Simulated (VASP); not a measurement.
**Te2Pt: single point with PBE**

Te2Pt:

```
CELL_PARAMETERS angstrom
4.30418 0.00000 0.00000
-2.15209 3.72753 0.00000
0.00000 0.00000 5.67260
ATOMIC_POSITIONS crystal
Te 0.33333 0.66667 0.25287
Te 0.66667 0.33333 0.74713
Pt 0.00000 0.00000 0.00000
```

```yaml
Program: VASP 6.6.1
Task: single point
Functional: PBE
Potentials_or_basis: VASP PAW PBE potentials, release 64 (Te, Pt)
Cutoff: 500 eV
k_mesh: 12 × 12 × 8
Occupations: gaussian, width 0.15 eV
Spin: collinear spin
Starting_moments: "[0.0, 0.0, 0.25] μB"
Fixed_moment: 0.25 μB
```

```yaml
Pressure: -9.7 GPa
Largest_force: 1.071 eV/Å
Net_moment: 0.25 μB per cell
Site_moments: Te +0.05; Pt +0.07 μB
Valence_electrons_inside_the_program's_atomic_spheres: Te 3.23; Pt 9.02
```

Forces in eV/Å, atoms in the order of the input:
```
Te   0.000  0.000 -1.071
Te   0.000  0.000  1.071
Pt   0.000  0.000  0.000
```

Stress tensor (GPa, compression positive):
```
-10.68   0.00   0.00
  0.00 -10.68   0.00
  0.00   0.00  -7.69
```

It took 5.3 min on 1 thread of Intel(R) Xeon(R) Platinum 8488C (Sapphire Rapids) (shared host), peak memory 0.5 GiB.

Caveat: the cell stands under tension; the total moment is fixed, so each spin has its own Fermi level and the state may be an excited one; forces of over 1 eV/Å act on the atoms, so gaps and moduli don't describe the material at rest.
